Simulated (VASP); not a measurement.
Write the native input for VASP 6.6.1 that does the following.

```
Task                   : relaxation of cell and atoms
Functional             : LDA
Potentials or basis    : VASP PAW LDA potentials, release 64 (Ir)
Cutoff                 : 600 eV
k mesh                 : 9 × 9 × 5
Occupations            : methfessel-paxton, width 0.1 eV
Spin                   : no spin polarisation
Dipole correction      : no
Further INCAR settings : ALGO = Normal; EDIFF = 1e-06; IBRION = 2; EDIFFG = -0.01; NSW = 80; ISIF = 3
```

The structure of Ir lies in POSCAR:

```
Ir
1.0
    2.7100000000      0.0000000000      0.0000000000
   -1.3550000000      2.3469288443      0.0000000000
    0.0000000000      0.0000000000      4.4254300000
Ir
2
Direct
    0.3333333333      0.6666666667      0.2500000000
    0.6666666667      0.3333333333      0.7500000000
```

The input as run:

INCAR

```
SYSTEM = Ir
ALGO = Normal
EDIFF = 1E-6
EDIFFG = -0.01
ENCUT = 600
GGA = CA
IBRION = 2
ISIF = 3
ISMEAR = 1
LASPH = .True.
LCHARG = .False.
LREAL = .False.
LWAVE = .False.
NELM = 80
NSW = 80
PREC = Accurate
SIGMA = 0.1
```

KPOINTS

```
k-points
0
Gamma
  9 9 5
  0 0 0
```

Potentials or basis: VASP PAW LDA potentials, release 64 (Ir).

Launch:

```console
$ cat potpaw_LDA.64/Ir/POTCAR > POTCAR
$ mpirun -np 1 vasp_std > vasp.out
```

Results of the run:

* Relaxed volume: 13.99 Å³/atom
* Relaxed cell: a = 2.711 Å, b = 2.711 Å, c = 4.395 Å, α = 90.00°, β = 90.00°, γ = 120.00°
* Space group after relaxing (to 0.05 Å): P6_3/mmc (No. 194)
* Energy gained by relaxing: 1.6 meV/atom
* Ionic steps: 5
* Pressure after relaxing: -0.1 GPa
* Band gap on the k mesh: zero (band 9 reaches 11.58 eV, above the bottom of band 10 at 8.43 eV)

Caveat: spin-orbit coupling is left out, which moves the levels of the heavy elements.

Run time: 23 s on 1 thread of Intel(R) Xeon(R) Platinum 8375C CPU @ 2.90GHz (Ice Lake) (shared host), peak memory 0.15 GiB.
